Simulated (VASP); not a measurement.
A run of VASP 6.6.1 is set up as follows.

The input INCAR:

```
PREC     = Accurate       # precision mode
ENCUT    = 520            # plane-wave cutoff, eV
EDIFF    = 1E-6           # SCF threshold, eV
ISMEAR   = 0              # smearing method
SIGMA    = 0.05           # smearing width, eV
LREAL    = False          # projectors in reciprocal space
LASPH    = True           # aspherical terms in the spheres
NELM     = 100            # most SCF steps
ALGO     = Normal         # electronic algorithm
ISIF     = 2              # what is computed and relaxed
LWAVE    = False          # write WAVECAR
LCHARG   = False          # write CHGCAR
GGA      = PE             # functional
NBANDS   = 16             # bands
```

KPOINTS

```
regular mesh
0
Gamma
  12 12 4
```

The input POSCAR:

```
BN
1.0
    2.5121751215      0.0000000000      0.0000000000
   -1.2560875608      2.1756074740      0.0000000000
    0.0000000000      0.0000000000      8.2602540939
B N
2 2
Direct
    0.3333333333      0.6666666667      0.2500000000
    0.6666666667      0.3333333333      0.7500000000
    0.3333333333      0.6666666667      0.7500000000
    0.6666666667      0.3333333333      0.2500000000
```

Potentials or basis: VASP PAW PBE potentials, release 64 (B, N).

Command:

```sh
$ cat potpaw_PBE.64/B/POTCAR potpaw_PBE.64/N/POTCAR > POTCAR
$ mpirun -np 1 vasp_std > vasp.out
```

Problem. Estimate the band gap on the k mesh.

Solution. 4.42 eV, indirect (least direct gap 4.65 eV).

Problem. What does it give for the pressure?

Solution. 0.1 GPa.

Stress tensor (GPa, compression positive):
```
 0.13  0.00  0.00
 0.00  0.13  0.00
 0.00  0.00 -0.05
```

Caveat: the cell differs from its parent crystal (strain -0.0100 x Voigt [0, 0, 1, 0, 0, 0]); this functional lacks dispersion, which binds the layers, so the pressure and a relaxed spacing across them are unreliable. A k mesh can miss the band edges.
